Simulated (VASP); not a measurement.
**Cu4O: single point with PBE**

Crystal: Cu4O.

```
Cu O
1.0
     3.96145    0.00000    0.00000
     0.00000    3.96145    0.00000
     0.00000    0.00000    3.96145
Cu O
4 1
Direct
  0.50000 0.50000 0.50000
  0.50000 0.00000 0.00000
  0.00000 0.50000 0.00000
  0.00000 0.00000 0.50000
  0.00000 0.00000 0.00000
```

```json
{
  "Program": "VASP 6.6.1",
  "Task": "single point",
  "Functional": "PBE",
  "Potentials or basis": "VASP PAW PBE potentials, release 64 (Cu, O)",
  "Cutoff": "520 eV",
  "k mesh": "10 × 10 × 10",
  "Occupations": "gaussian, width 0.1 eV",
  "Spin": "no spin polarisation",
  "Dipole correction": "no",
  "Further INCAR settings": "ALGO = Normal; EDIFF = 1e-06; NBANDS = 33"
}
```

* Pressure: 0.6 GPa
* Band gap on the k mesh: zero (band 25 reaches 6.45 eV, above the bottom of band 26 at 5.62 eV)

Levels at points of the mesh, in eV from the Fermi level:
| k point | band 21 | band 22 | band 23 | band 24 | band 25 | band 26 | band 27 | band 28 | band 29 | band 30 |
| --- | --- | --- | --- | --- | --- | --- | --- | --- | --- | --- |
| (0.00, 0.00, 0.00) | -1.94 | -1.74 | -1.74 | -1.74 | -1.36 | 3.11 | 3.11 | 3.11 | 4.36 | 4.36 |
| (0.50, 0.00, 0.00) | -2.16 | -2.05 | -2.04 | -1.74 | -1.04 | 0.32 | 4.54 | 4.54 | 5.23 | 6.44 |
| (0.50, 0.50, 0.00) | -2.05 | -1.89 | -1.68 | -1.68 | -0.95 | 1.70 | 1.70 | 1.79 | 7.19 | 7.19 |
| (0.50, 0.50, 0.50) | -1.85 | -1.09 | -1.09 | -1.09 | -0.75 | -0.75 | -0.75 | 2.01 | 5.14 | 5.14 |

Run time: 67 s on 1 thread of Intel(R) Xeon(R) 6975P-C (Granite Rapids), on a shared host, peak memory 0.22 GiB.

With open d or f shells a metallic result of PBE can be an artefact of self-interaction; +U or a hybrid may open a gap.
